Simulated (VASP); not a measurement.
Set up this calculation in VASP 6.6.1, as the native input.

```yaml
Task: single point
Functional: PBEsol
Potentials_or_basis: VASP PAW PBE potentials, release 64 (Al)
Cutoff: 520 eV
k_mesh: 20 × 20 × 20
Occupations: gaussian, width 0.15 eV
Spin: no spin polarisation
Dipole_correction: no
Further_INCAR_settings: ALGO = Normal; EDIFF = 1e-06; NBANDS = 8
```

The structure of Al lies in POSCAR:

```
Al
1.0
   -1.5593943162      1.5593943162      1.5912186900
    1.5593943162     -1.5593943162      1.5912186900
    1.5593943162      1.5593943162     -1.5912186900
Al
1
Direct
    0.0000000000      0.0000000000      0.0000000000
```

This cell differs from its parent crystal: strain -0.0200 x Voigt [1, 1, 0, 0, 0, 0].

These files were run (other wordings do the same):

INCAR

```
SYSTEM = Al
PREC     = Accurate       ! precision mode
ENCUT    = 520            ! plane-wave cutoff, eV
EDIFF    = 1E-6           ! SCF threshold, eV
ISMEAR   = 0              ! smearing method
SIGMA    = 0.15           ! smearing width, eV
LREAL    = .False.        ! projectors in reciprocal space
LASPH    = .True.         ! aspherical terms in the spheres
NELM     = 80             ! most SCF steps
ALGO     = Normal         ! electronic algorithm
ISIF     = 2              ! what is computed and relaxed
LWAVE    = .False.        ! write WAVECAR
LCHARG   = .False.        ! write CHGCAR
GGA      = PS             ! functional
NBANDS   = 8              ! bands
```

KPOINTS

```
regular mesh
0
Gamma
  20 20 20
  0 0 0
```

Potentials or basis: VASP PAW PBE potentials, release 64 (Al).

Run with:

```sh
$ cat potpaw_PBE.64/Al/POTCAR > POTCAR
$ mpirun -np 1 vasp_std > vasp.out
```

It gave:

- Pressure: 5.9 GPa

Caveat: the cell differs from its parent crystal (strain -0.0200 x Voigt [1, 1, 0, 0, 0, 0]); the PAW data sets were made with another functional, which shifts forces and pressure a little.

Wall time 30 s on 1 thread of Intel Xeon 6975P-C (shared host), peak memory 0.17 GiB.
